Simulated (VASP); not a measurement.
# BP (F-43m) in VASP: further runs, part 2 of 2

VASP 6.6.1. Earlier steps stand in the parts before.

**4. Relaxation of cell and atoms, BLYP+D3(BJ)**

This run uses another cell than the first one, of 11.68 Å³/atom, 0.980 times its volume.

Input file INCAR:

```
SYSTEM = BP
PREC = Accurate
ENCUT = 600
EDIFF = 1E-6
ISMEAR = -1
SIGMA = 0.05
LREAL = .FALSE.
LASPH = .TRUE.
NELM = 100
ALGO = Normal
ISIF = 3
LWAVE = .FALSE.
LCHARG = .FALSE.
GGA = B5
ALDAX = 1.0
AGGAX = 1.0
AGGAC = 1.0
ALDAC = 0.0
IVDW = 12
VDW_S6 = 1.0
VDW_S8 = 2.6996
VDW_A1 = 0.4298
VDW_A2 = 4.2359
IBRION = 2
NSW = 60
EDIFFG = -0.01
```

Input file KPOINTS:

```
Automatic mesh
0
G
  10 10 10
  0 0 0
```

Input file POSCAR:

```
BP
1.0
    0.0000000000      2.2690000000      2.2690000000
    2.2690000000      0.0000000000      2.2690000000
    2.2690000000      2.2690000000      0.0000000000
P B
1 1
Direct
    0.7500000000      0.7500000000      0.7500000000
    0.0000000000      0.0000000000      0.0000000000
```

Potentials or basis: VASP PAW PBE potentials, release 64 (P, B).

On the command line:

```console
> cat potpaw_PBE.64/P/POTCAR potpaw_PBE.64/B/POTCAR > POTCAR
> mpirun -np 1 vasp_std > vasp.out
```

OUTCAR:

```text
SYSTEM = BP
   PREC = Accurate
   ENCUT = 600
   EDIFF = 1E-6
   ISMEAR = -1
   LREAL = .FALSE.
   LASPH = .TRUE.
   NELM = 100
   ISIF = 3
   GGA = B5
   IVDW = 12
   IBRION = 2
   NSW = 60
   EDIFFG = -0.01
 IVDW          = 12

 ion  position               nearest neighbor table
   1  0.750  0.750  0.750-   2 1.97   2 1.97   2 1.97   2 1.97
   2  0.000  0.000  0.000-   1 1.97   1 1.97   1 1.97   1 1.97

  LATTYP: Found a face centered cubic cell.
 ALAT       =     4.5380000000

  Lattice vectors:

 A1 = (   0.0000000000,   2.2690000000,   2.2690000000)
 A2 = (   2.2690000000,   0.0000000000,   2.2690000000)
 A3 = (   2.2690000000,   2.2690000000,   0.0000000000)

Analysis of symmetry for initial positions (statically):
=====================================================================
 Subroutine PRICEL returns:
 Original cell was already a primitive cell.

 Routine SETGRP: Setting up the symmetry group for a
 face centered cubic supercell.

 Subroutine GETGRP returns: Found 24 space group operations
 (whereof 24 operations were pure point group operations)
 out of a pool of 48 trial point group operations.

The static configuration has the point symmetry T_d .

Analysis of symmetry for dynamics (positions and initial velocities):
=====================================================================
 Subroutine PRICEL returns:
 Original cell was already a primitive cell.

 Routine SETGRP: Setting up the symmetry group for a
 face centered cubic supercell.

 Subroutine GETGRP returns: Found 24 space group operations
 (whereof 24 operations were pure point group operations)
 out of a pool of 48 trial point group operations.

The dynamic configuration has the point symmetry T_d .

 Subroutine INISYM returns: Found 24 space group operations
 (whereof 24 operations are pure point group operations),
 and found     1 'primitive' translations

----------------------------------------------------------------------------------------

                                     Primitive cell

  volume of cell :      23.3633

  direct lattice vectors                    reciprocal lattice vectors
[... 99 lines left out ...]
   NUPDOWN=      -1.0000    fix difference up-down
   EMIN   =  10.00;   EMAX   =-10.00  energy-range for DOS
   EFERMI =   0.00;   METHOD = LEGACY
   ISMEAR =    -1;   SIGMA  =   0.05  broadening in eV -4-tet -1-fermi 0-gaus
   EFERMI_NEDOS =   21; number of points for ismear=-14 and -15
   IALGO  =     38    algorithm
   IMIX   =      4    mixing-type and parameters
     AMIX     =   0.40;   BMIX     =  1.00
     AMIX_MAG =   1.60;   BMIX_MAG =  1.00
  volume/ion in A,a.u.               =      11.68        78.83
  Fermi-wavevector in a.u.,A,eV,Ry     =   1.145320  2.164342 17.847562  1.311759
  Thomas-Fermi vector in A             =   2.282009
   LORBIT       =      0    0 simple, 1 ext, 2 COOP (PROOUT), +10 PAW based schemes
   GGA     = B5    functional components
   LHFCALC =     F    Hartree Fock is set to
   AEXX    =    0.0000 exact exchange contribution
   IVDW    =    12    specifies the selected vdW correction
   LEPSILON=     F    determine dielectric tensor
   LRPA    =     F    only Hartree local field effects (RPA)
 conjugate gradient relaxation of ions
 non-spin polarized calculation
  energy-cutoff  :      600.00
  volume of cell :       23.36
 maximum number of plane-waves:       794
 NGX is ok and might be reduce to    28
   NGX = 13   NGY = 13   NGZ = 13

--------------------------------------- Ionic step        1  -------------------------------------------

 number of electron       8.0000000 magnetization

 Free energy of the ion-electron system (eV)
  ---------------------------------------------------
  ext. energy  EPLUGINS =         0.00000000
  ---------------------------------------------------
  free energy    TOTEN  =       -11.56563027 eV

  energy without entropy =      -11.56563027  energy(sigma->0) =      -11.56563027

------------------------ aborting loop because EDIFF is reached ----------------------------------------

 Edisp (eV)   -1.37141

 E8    (eV) :    -0.9273
[... 71 lines left out ...]
--------------------------------------- Ionic step        3  -------------------------------------------

 number of electron       8.0000001 magnetization

 Free energy of the ion-electron system (eV)
  ---------------------------------------------------
  ext. energy  EPLUGINS =         0.00000000
  ---------------------------------------------------
  free energy    TOTEN  =       -11.54019664 eV

  energy without entropy =      -11.54019664  energy(sigma->0) =      -11.54019664

 E-fermi :   8.7870     XC(G=0): -10.3146

 val. band max:        8.0488364644   @ k =   0.0000   0.0000   0.0000
 cond. band min:       9.5611157491   @ k =   0.4000   0.4000   0.0000
 fundamental gap:      1.5122792847
 Fermi energy:         8.7870328531

 k-point     1 :       0.0000    0.0000    0.0000
  band No.  band energies     occupation
      1      -7.4364      2.00000
      2       8.0488      2.00000
      3       8.0488      2.00000
      4       8.0488      2.00000
      5      11.6676      0.00000
      6      11.6676      0.00000
      7      11.6676      0.00000
      8      15.8635      0.00000
[... 243 lines left out ...]
 k-point    24 :       0.4000    0.3000    0.0000
  band No.  band energies     occupation
      1      -4.4738      2.00000
      2       1.9286      2.00000
      3       4.0443      2.00000
      4       4.5610      2.00000
      5      10.1237      0.00000
      6      11.9850      0.00000
      7      17.7847      0.00000
      8      17.7862      0.00000

 [... further k-points ...]

------------------------ aborting loop because EDIFF is reached ----------------------------------------

 Edisp (eV)   -1.40280

 E8    (eV) :    -0.9484
[... 25 lines left out ...]
  FREE ENERGIE OF THE ION-ELECTRON SYSTEM (eV)
  ---------------------------------------------------
  free  energy   TOTEN  =       -12.9430010932 eV

  energy  without entropy=      -12.9430010893  energy(sigma->0) =      -12.94300109

 reached required accuracy - stopping structural energy minimisation
```

OSZICAR:

```text
N       E                     dE             d eps       ncg     rms          rms(c)
DAV:   1     0.162767895872E+02    0.16277E+02   -0.44670E+03   752   0.100E+03
DAV:   2    -0.119707626518E+02   -0.28248E+02   -0.27384E+02  1168   0.123E+02
DAV:   3    -0.123143177775E+02   -0.34356E+00   -0.34356E+00   920   0.178E+01
DAV:   4    -0.123152583946E+02   -0.94062E-03   -0.94062E-03  1248   0.955E-01
[... 19 lines left out ...]
DAV:   2    -0.115407102598E+02    0.16739E-02   -0.35125E-03  1008   0.385E-01    0.166E-01
DAV:   3    -0.115402424243E+02    0.46784E-03   -0.97802E-04   864   0.183E-01    0.431E-02
DAV:   4    -0.115402030235E+02    0.39401E-04   -0.46654E-05   936   0.519E-02    0.303E-02
DAV:   5    -0.115401969836E+02    0.60399E-05   -0.80723E-06   984   0.222E-02    0.154E-02
DAV:   6    -0.115401966399E+02    0.34369E-06   -0.31345E-07   384   0.515E-03
   3 F= -.12943001E+02 E0= -.12943001E+02  d E =-.596284E-02
```

It took 25 s on 1 thread of Intel Xeon Platinum 8488C (Sapphire Rapids), shared host; peak memory 0.16 GiB.

What came out:

```
Free energy                            : -12.9430 eV
Relaxed volume                         : 11.42 Å³/atom
Relaxed cell                           : a = 3.185 Å, b = 3.185 Å, c = 3.185 Å, α = 60.00°, β = 60.00°, γ = 60.00°
Space group after relaxing (to 0.05 Å) : F-43m (No. 216)
Energy gained by relaxing              : 3.0 meV/atom
Ionic steps                            : 3
Pressure after relaxing                : 0.0 GPa
Band gap on the k mesh                 : 1.51 eV, indirect (least direct gap 3.62 eV)
Dispersion energy per atom             : -0.701 eV
```

The path:
| step | energy change (eV) | largest force (eV/Å) | pressure (GPa) | volume (Å³) |
| --- | --- | --- | --- | --- |
| 1 | 0.0000 | 0.0000 | -3.61 | 23.36 |
| 2 | -0.0029 | 0.0000 | 2.73 | 22.48 |
| 3 | -0.0060 | 0.0000 | 0.00 | 22.84 |

Final structure:
```cif
data_structure
_symmetry_space_group_name_H-M 'P 1'
_symmetry_Int_Tables_number 1
_cell_length_a 3.1849
_cell_length_b 3.1849
_cell_length_c 3.1849
_cell_angle_alpha 60.000
_cell_angle_beta 60.000
_cell_angle_gamma 60.000
_cell_volume 22.84
loop_
_atom_site_label
_atom_site_type_symbol
_atom_site_fract_x
_atom_site_fract_y
_atom_site_fract_z
_atom_site_occupancy
P1 P 0.75000 0.75000 0.75000 1
B1 B 0.00000 0.00000 0.00000 1
```

Caveat: the PAW data sets were made with another functional, which shifts forces and pressure a little. A k mesh can miss the band edges.

**5. Overview**

| task | level | cell | cutoff (eV) | gap on the mesh (eV) | pressure (GPa) | relaxed volume (Å³/atom) |
| --- | --- | --- | --- | --- | --- | --- |
| single point | r2SCAN | a = 3.230 Å, angles 60.0°, 2 atoms | 520 | 1.47 | -3.9 | - |
| relaxation of cell and atoms | revPBE | relaxed from a = 3.209 Å, angles 60.0°, 2 atoms | 600 | 1.27 | 0.0 | 11.89 |
| relaxation of cell and atoms | BLYP+D3(BJ) | relaxed from a = 3.209 Å, angles 60.0°, 2 atoms | 600 | 1.51 | 0.0 | 11.42 |

Alike in all rows: potentials or basis VASP PAW PBE potentials, release 64 (P, B); no spin polarisation; k mesh 10 × 10 × 10; smearing fermi-dirac 0.05 eV.

Caveats: the PAW data sets were made with another functional, which shifts forces and pressure a little.

Total energies depend on the potentials used, so only differences within one code and one set of settings carry meaning.
